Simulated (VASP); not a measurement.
# MgO (I4/mmm) in VASP: a series of runs

Runs on MgO. Level: r2SCAN. Tasks: dielectric tensor.

Program: VASP 6.6.1. These are calculated values, not measurements. Logs are shortened: lines on timing, memory, paths and dates and some standing lists are left out, and cuts for length are marked.

**1. The cell of the first run**

Symmetry: I4/mmm, No. 139, tetragonal system. Conventional cell: a = 2.913 Å, b = 2.913 Å, c = 4.259 Å, α = 90.00°, β = 90.00°, γ = 90.00°. Mg (site symmetry 4/mmm) has 6 O at 2.06 to 2.13 Å within 2.7 Å. Within 2.7 Å of O (site symmetry 4/mmm) lie 6 Mg at 2.06 to 2.13 Å.

**2. Dielectric tensor, r2SCAN (epitaxial xy strain -2.0%)**

Contents of INCAR:

```
SYSTEM = MgO
PREC = Accurate
ENCUT = 520
EDIFF = 1E-8
ISMEAR = 0
SIGMA = 0.01
LREAL = .FALSE.
LASPH = .TRUE.
NELM = 80
ALGO = Normal
ISIF = 2
LWAVE = .FALSE.
LCHARG = .FALSE.
METAGGA = R2SCAN
LMIXTAU = .TRUE.
LCALCEPS = .TRUE.
```

Contents of KPOINTS:

```
Automatic mesh
0
G
  8 8 8
  0 0 0
```

Contents of POSCAR:

```
MgO
1.0
    0.0000000000      2.0601240671      2.1293490089
    2.0601240671      0.0000000000      2.1293490089
    2.0601240671      2.0601240671      0.0000000000
Mg O
1 1
Direct
    0.0000000000      0.0000000000      0.0000000000
    0.5000000000      0.5000000000      0.5000000000
```

Potentials or basis: VASP PAW PBE potentials, release 64 (Mg, O).

Run with:

```
$ cat potpaw_PBE.64/Mg/POTCAR potpaw_PBE.64/O/POTCAR > POTCAR
$ mpirun -np 1 vasp_std > vasp.out
```

OUTCAR:

```text
SYSTEM = MgO
   PREC = Accurate
   ENCUT = 520
   EDIFF = 1E-8
   ISMEAR = 0
   LREAL = .FALSE.
   LASPH = .TRUE.
   NELM = 80
   ISIF = 2
   METAGGA = R2SCAN

 ion  position               nearest neighbor table
   1  0.000  0.000  0.000-   2 2.06   2 2.06   2 2.06   2 2.06   2 2.13   2 2.13
   2  0.500  0.500  0.500-   1 2.06   1 2.06   1 2.06   1 2.06   1 2.13   1 2.13

  LATTYP: Found a body centered tetragonal cell.
 ALAT       =     2.9134553959
 C/A-ratio  =     1.4617344147

  Lattice vectors:

 A1 = (  -2.0601240671,   0.0000000000,   2.1293490089)
 A2 = (   2.0601240671,   0.0000000000,   2.1293490089)
 A3 = (   0.0000000000,   2.0601240671,  -2.1293490089)

Analysis of symmetry for initial positions (statically):
=====================================================================
 Subroutine PRICEL returns:
 Original cell was already a primitive cell.

 Routine SETGRP: Setting up the symmetry group for a
 body centered tetragonal supercell.

 Subroutine GETGRP returns: Found 16 space group operations
 (whereof 16 operations were pure point group operations)
 out of a pool of 16 trial point group operations.

The static configuration has the point symmetry D_4h.

Analysis of symmetry for dynamics (positions and initial velocities):
=====================================================================
 Subroutine PRICEL returns:
 Original cell was already a primitive cell.

 Routine SETGRP: Setting up the symmetry group for a
 body centered tetragonal supercell.

 Subroutine GETGRP returns: Found 16 space group operations
 (whereof 16 operations were pure point group operations)
 out of a pool of 16 trial point group operations.

The dynamic configuration has the point symmetry D_4h.

 Subroutine INISYM returns: Found 16 space group operations
 (whereof 16 operations are pure point group operations),
 and found     1 'primitive' translations

----------------------------------------------------------------------------------------

                                     Primitive cell

  volume of cell :      18.0744

  direct lattice vectors                    reciprocal lattice vectors
     0.000000000  2.060124067  2.129349009    -0.242703829  0.242703829  0.234813550
     2.060124067  0.000000000  2.129349009     0.242703829 -0.242703829  0.234813550
     2.060124067  2.060124067  0.000000000     0.242703829  0.242703829 -0.234813550

  length of vectors
     2.962809203  2.962809203  2.913455396     0.415869812  0.415869812  0.415869812

  position of ions in fractional coordinates (direct lattice)
     0.000000000  0.000000000  0.000000000
     0.500000000  0.500000000  0.500000000

  ion indices of the primitive-cell ions
   primitive index   ion index
                 1           1
                 2           2

----------------------------------------------------------------------------------------

 KPOINTS: Automatic mesh

Automatic generation of k-mesh.
 Grid dimensions read from file:
 generate k-points for:    8    8    8

 Generating k-lattice:

  Cartesian coordinates                     Fractional coordinates (reciprocal lattice)
    -0.030337979  0.030337979  0.029351694     0.125000000 -0.000000000  0.000000000
     0.030337979 -0.030337979  0.029351694    -0.000000000  0.125000000  0.000000000
     0.030337979  0.030337979 -0.029351694     0.000000000  0.000000000  0.125000000

  Length of vectors
     0.051983727  0.051983727  0.051983727

  Shift w.r.t. Gamma in fractional coordinates (k-lattice)
     0.000000000  0.000000000  0.000000000

 Subroutine IBZKPT returns following result:
 ===========================================

 Found     59 irreducible k-points:

 Following reciprocal coordinates:
            Coordinates               Weight
  0.000000  0.000000  0.000000      1.000000
  0.125000 -0.000000  0.000000      8.000000
  0.250000 -0.000000  0.000000      8.000000
  0.375000  0.000000  0.000000      8.000000
  0.500000 -0.000000  0.000000      4.000000
  0.125000  0.125000  0.000000      2.000000
[... 16 lines left out ...]
  0.250000 -0.000000  0.125000     16.000000
  0.375000  0.000000  0.125000     16.000000
 [... further k-points ...]
   k-points           NKPTS =     59   k-points in BZ     NKDIM =     59   number of bands    NBANDS=      8
   number of dos      NEDOS =    301   number of ions     NIONS =      2
   total plane-waves  NPLWV =  13824
   dimension x,y,z NGX =    24 NGY =   24 NGZ =   24
   dimension x,y,z NGXF=    48 NGYF=   48 NGZF=   48
   ions per type =               1   1
   NGX,Y,Z   is equivalent  to a cutoff of  13.47, 13.47, 13.69 a.u.
   NGXF,Y,Z  is equivalent  to a cutoff of  26.93, 26.93, 27.39 a.u.
 SYSTEM =  MgO
   PREC   = accura    normal or accurate (medium, high low for compatibility)
   ISTART =      0    job   : 0-new  1-cont  2-samecut
   ICHARG =      2    charge: 1-file 2-atom 10-const
   ISPIN  =      1    spin polarized calculation?
   LNONCOLLINEAR =      F non collinear calculations
   LSORBIT =      F    spin-orbit coupling
   LASPH  =      T    aspherical Exc in radial PAW
   ENCUT  =  520.0 eV  38.22 Ry    6.18 a.u.   5.51  5.51  5.42*2*pi/ulx,y,z
   NELM   =     80;   NELMIN=  2; NELMDL= -5     # of ELM steps
   EDIFF  = 0.1E-07   stopping-criterion for ELM
   LREAL  =      F    real-space projection
   EDIFFG = 0.1E-06   stopping-criterion for IOM
   NSW    =      0    number of steps for IOM
   IBRION =     -1    ionic relax: 0-MD 1-quasi-New 2-CG
   NFREE  =      0    steps in history (QN), initial steepest desc. (CG)
   ISIF   =      2    stress and relaxation
   ISYM   =      2    0-nonsym 1-usesym 2-fastsym
   POTIM  = 0.5000    time-step for ionic-motion
   TEBEG  =    0.0;   TEEND  =   0.0 temperature during run
   PSTRESS=    0.0 pullay stress
   NELECT =       8.0000    total number of electrons
   NUPDOWN=      -1.0000    fix difference up-down
   EMIN   =  10.00;   EMAX   =-10.00  energy-range for DOS
   EFERMI =   0.00;   METHOD = LEGACY
   ISMEAR =     0;   SIGMA  =   0.01  broadening in eV -4-tet -1-fermi 0-gaus
   EFERMI_NEDOS =   21; number of points for ismear=-14 and -15
   IALGO  =     38    algorithm
   IMIX   =      4    mixing-type and parameters
     AMIX     =   0.40;   BMIX     =  1.00
     AMIX_MAG =   1.60;   BMIX_MAG =  1.00
  volume/ion in A,a.u.               =       9.04        60.99
  Fermi-wavevector in a.u.,A,eV,Ry     =   1.247624  2.357667 21.178352  1.556565
  Thomas-Fermi vector in A             =   2.381747
   LORBIT       =      0    0 simple, 1 ext, 2 COOP (PROOUT), +10 PAW based schemes
   METAGGA = R2SCAN    functional components
   LHFCALC =     F    Hartree Fock is set to
   AEXX    =    0.0000 exact exchange contribution
   IVDW    =     0    specifies the selected vdW correction
   LEPSILON=     F    determine dielectric tensor
   LRPA    =     F    only Hartree local field effects (RPA)
   LRPA       =     F
 non-spin polarized calculation
 Gauss-broadening in eV      SIGMA  =   0.01
  energy-cutoff  :      520.00
  volume of cell :       18.07
 maximum number of plane-waves:       515
 NGX is ok and might be reduce to    24
   NGX = 11   NGY = 11   NGZ = 11

 Total electronic dipole moment: p[elc]=(     0.00000    -0.00000    -0.00000 ) |e| Angst

 Total electronic dipole moment: p[elc]=(     0.00000     0.00000    -0.00000 ) |e| Angst

 number of electron       8.0000002 magnetization

 Free energy of the ion-electron system (eV)
  ---------------------------------------------------
  ext. energy  EPLUGINS =         0.00000000
  ---------------------------------------------------
  free energy    TOTEN  =       -16.14647052 eV

  energy without entropy =      -16.14647052  energy(sigma->0) =      -16.14647052

 E-fermi :   3.1139     XC(G=0): -11.7644

 val. band max:        3.0625343845   @ k =   0.0000   0.0000   0.0000
 cond. band min:   10000.0000000000   @ k =   0.0000   0.0000   0.0000
 fundamental gap:   9996.9374656155
 Fermi energy:         3.1139444414

 k-point     1 :       0.0000    0.0000    0.0000
  band No.  band energies     occupation
      1     -15.3530      2.00000
      2       2.9989      2.00000
      3       2.9989      2.00000
      4       3.0625      2.00000
      5   10000.0000      0.00000
      6   10000.0000      0.00000
      7   10000.0000      0.00000
      8   10000.0000      0.00000

 k-point     2 :       0.1250   -0.0000    0.0000
  band No.  band energies     occupation
      1     -15.1829      2.00000
      2       2.0773      2.00000
      3       2.8968      2.00000
      4       2.9201      2.00000
      5   10000.0000      0.00000
      6   10000.0000      0.00000
      7   10000.0000      0.00000
      8   10000.0000      0.00000

 k-point     3 :       0.2500   -0.0000    0.0000
  band No.  band energies     occupation
      1     -14.7417      2.00000
      2       0.3177      2.00000
      3       2.6376      2.00000
      4       2.6603      2.00000
      5   10000.0000      0.00000
      6   10000.0000      0.00000
      7   10000.0000      0.00000
      8   10000.0000      0.00000

 k-point     4 :       0.3750    0.0000    0.0000
  band No.  band energies     occupation
      1     -14.2461      2.00000
      2      -1.1601      2.00000
      3       2.3734      2.00000
      4       2.4366      2.00000
      5   10000.0000      0.00000
      6   10000.0000      0.00000
      7   10000.0000      0.00000
      8   10000.0000      0.00000

 k-point     5 :       0.5000   -0.0000    0.0000
  band No.  band energies     occupation
      1     -14.0199      2.00000
      2      -1.7382      2.00000
      3       2.2685      2.00000
      4       2.3473      2.00000
      5   10000.0000      0.00000
      6   10000.0000      0.00000
      7   10000.0000      0.00000
      8   10000.0000      0.00000
[... 177 lines left out ...]
 k-point    22 :       0.1250    0.0000    0.1250
  band No.  band energies     occupation
      1     -15.1224      2.00000
      2       1.9827      2.00000
      3       2.7274      2.00000
      4       2.8208      2.00000
      5   10000.0000      0.00000
      6   10000.0000      0.00000
      7   10000.0000      0.00000
      8   10000.0000      0.00000

 k-point    23 :       0.2500   -0.0000    0.1250
  band No.  band energies     occupation
      1     -14.7736      2.00000
      2       0.7088      2.00000
      3       2.4675      2.00000
      4       2.5378      2.00000
      5   10000.0000      0.00000
      6   10000.0000      0.00000
      7   10000.0000      0.00000
      8   10000.0000      0.00000

 k-point    24 :       0.3750    0.0000    0.1250
  band No.  band energies     occupation
      1     -14.2989      2.00000
      2      -0.6840      2.00000
      3       2.1329      2.00000
      4       2.2547      2.00000
      5   10000.0000      0.00000
      6   10000.0000      0.00000
      7   10000.0000      0.00000
      8   10000.0000      0.00000

 [... further k-points ...]

------------------------ aborting loop because EDIFF is reached ----------------------------------------

            Ionic dipole moment: p[ion]=(   -12.36074   -12.36074   -12.77609 ) |e| Angst

 Total electronic dipole moment: p[elc]=(     0.00000     0.00000     0.00194 ) |e| Angst

 MACROSCOPIC STATIC DIELECTRIC TENSOR (including local field effects)
 ------------------------------------------------------
           2.874077     0.000000     0.000000
           0.000000     2.874077     0.000000
          -0.000000     0.000000     2.946648
 ------------------------------------------------------

 PIEZOELECTRIC TENSOR (including local field effects) (e Angst)
          XX          YY          ZZ          XY          YZ          ZX
  --------------------------------------------------------------------------------
  x     0.00000     0.00000     0.00000     0.00000     0.00000     0.00000
  y     0.00000     0.00000     0.00000     0.00000     0.00000     0.00000
  z     0.00000     0.00000     0.00000     0.00000     0.00000     0.00000

 PIEZOELECTRIC TENSOR (including local field effects) (C/m^2)
          XX          YY          ZZ          XY          YZ          ZX
  --------------------------------------------------------------------------------
  x     0.00000     0.00000     0.00000     0.00000     0.00000     0.00000
  y     0.00000     0.00000     0.00000     0.00000     0.00000     0.00000
  z     0.00000     0.00000     0.00000     0.00000     0.00000     0.00000

 BORN EFFECTIVE CHARGES (including local field effects) (in |e|, cummulative output)
 ---------------------------------------------------------------------------------
 ion    1
    1     1.91599     0.00000     0.00000
    2    -0.00000     1.91599     0.00000
    3     0.00000     0.00000     1.94966
 ion    2
    1    -1.91599     0.00000    -0.00000
    2     0.00000    -1.91599     0.00000
    3     0.00000     0.00000    -1.94966

  FORCE on cell =-STRESS in cart. coord.  units (eV):
  Direction    XX          YY          ZZ          XY          YZ          ZX
  --------------------------------------------------------------------------------------
  -------------------------------------------------------------------------------------
  Total        0.7622685      0.7622685     -0.1301889      0.0000000     -0.0000000      0.0000000
  in kB       67.5701602     67.5701602    -11.5403978      0.0000000     -0.0000000      0.0000000
  external PRESSURE =      41.1999742 kB  Pullay stress =       0.0000000 kB

 VOLUME and BASIS-vectors are now :
 -----------------------------------------------------------------------------
  energy-cutoff  :      520.00
  volume of cell :       18.07
      direct lattice vectors                 reciprocal lattice vectors
     0.000000000  2.060124067  2.129349009    -0.242703829  0.242703829  0.234813550
     2.060124067  0.000000000  2.129349009     0.242703829 -0.242703829  0.234813550
     2.060124067  2.060124067  0.000000000     0.242703829  0.242703829 -0.234813550

 POSITION                                       TOTAL-FORCE (eV/Angst)
 -----------------------------------------------------------------------------------
      0.00000      0.00000      0.00000        -0.000000      0.000000     -0.000000
      2.06012      2.06012      2.12935         0.000000     -0.000000      0.000000
 -----------------------------------------------------------------------------------
    total drift:                               -0.000000     -0.000000      0.000000

  FREE ENERGIE OF THE ION-ELECTRON SYSTEM (eV)
  ---------------------------------------------------
  free  energy   TOTEN  =       -16.1464705205 eV

  energy  without entropy=      -16.1464705205  energy(sigma->0) =      -16.14647052
```

Run time: 13 min. Hardware: 1 thread of AMD EPYC 9R45 (Zen 5), shared host; peak memory 0.27 GiB.

What came out:

- Band gap on the k mesh: 5.89 eV
- Electronic dielectric tensor (diagonal): 2.87, 2.87, 2.95
- Born charges (mean of the diagonal): Mg +1.93; O -1.93 e

Levels at points of the mesh, in eV from the valence-band top:
| k point | band 1 | band 2 | band 3 | band 4 | band 5 | band 6 | band 7 | band 8 |
| --- | --- | --- | --- | --- | --- | --- | --- | --- |
| (0.00, 0.00, 0.00) | -18.42 | -0.06 | -0.06 | 0.00 | 5.89 | 16.76 | 17.12 | 17.12 |
| (0.50, 0.00, 0.00) | -17.08 | -4.80 | -0.79 | -0.72 | 8.97 | 14.15 | 17.38 | 18.14 |
| (0.50, 0.50, 0.00) | -16.89 | -4.36 | -1.36 | -1.36 | 10.28 | 11.46 | 14.32 | 21.13 |
| (0.50, 0.00, 0.50) | -16.79 | -4.24 | -1.62 | -1.41 | 9.93 | 11.38 | 14.77 | 20.39 |

Electronic dielectric tensor:
```
2.87 0.00 0.00
0.00 2.87 0.00
0.00 0.00 2.95
```

Born effective charge tensors (e):
atom 1, Mg
```
1.92 0.00 0.00
0.00 1.92 0.00
0.00 0.00 1.95
```
atom 2, O
```
-1.92  0.00  0.00
 0.00 -1.92  0.00
 0.00  0.00 -1.95
```

Dipole moments of the cell (e·Å, modulo the quantum): ionic -12.361, -12.361, -12.776; electronic 0.000, 0.000, 0.002

Caveat: the cell differs from its parent crystal (epitaxial xy strain -2.0%); the PAW data sets were made with another functional, which shifts forces and pressure a little.

(Part 1 of 2 ends here.)
